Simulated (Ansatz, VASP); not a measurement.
Two plane-wave programs on AlInAsP3

```
Al In P As
1.0
     4.55064    0.00000    0.00000
     0.00000    4.55064    0.00000
     0.00000    0.00000    7.16247
Al In P As
1 1 3 1
Cartesian
  2.2753 2.2753 0.0000
  0.0000 0.0000 0.0000
  0.0000 0.0000 5.2343
  0.0000 0.0000 1.9281
  0.0000 0.0000 3.5812
  2.2753 2.2753 3.5812
```

Alike in both runs: task single point; functional PBE; k mesh 4 × 4 × 4; occupations gaussian, width 0.1 eV; no spin polarisation.

|  | VASP | Ansatz |
| --- | --- | --- |
| version | VASP 6.6.1 | Ansatz 0.2.0 |
| potentials or method | VASP PAW PBE potentials, release 64 (Al, In_d, P, As), cutoff 500 eV | scalar-relativistic, plane waves, PAW |
| valence electrons in the cell | 36 | 46 |

|  | VASP | Ansatz | Ansatz less VASP |
| --- | --- | --- | --- |
| gap on the k mesh at the Fermi level (eV) | none | none | - |
| rms of the force components (eV/Å) | 1.673 | 1.696 | +0.0228 |

Atom by atom the forces differ by 0.023 eV/Å (rms over components). A gap of «none» marks a metal or a gap that the smearing closes. The functional is the same, so the differences come from potentials, cutoffs and numerics. VASP's potentials hold 36 valence electrons a cell and Ansatz's 46, so a difference there can come from the potentials and not from the codes.
